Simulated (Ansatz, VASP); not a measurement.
## Two plane-wave programs on AlN

```
Al N
1.0
     3.13002    0.00000    0.00000
    -1.56501    2.71067    0.00000
     0.00000    0.00000    4.05306
Al N
2 2
Direct
  0.33333 0.66667 0.75000
  0.66667 0.33333 0.25000
  0.33333 0.66667 0.25000
  0.66667 0.33333 0.75000
```

Alike in both runs: task single point; functional PBEsol; k mesh 9 × 9 × 6; occupations gaussian, width 0.05 eV; no spin polarisation.

|  | VASP | Ansatz |
| --- | --- | --- |
| version | VASP 6.6.1 | Ansatz 0.2.0 |
| potentials or method | VASP PAW PBE potentials, release 64 (Al, N), cutoff 520 eV | scalar-relativistic, plane waves, PAW |
| valence electrons in the cell | 16 | 16 |

Ansatz gave:

* gap on the k mesh at the Fermi level (eV): 4.22
* least direct gap on the mesh (eV): 4.22

What did VASP give for the same quantities?

gap on the k mesh at the Fermi level (eV): 4.22; least direct gap on the mesh (eV): 4.24.

VASP's potentials were made for PBE, not for PBEsol, and Ansatz warns of the same on its side.
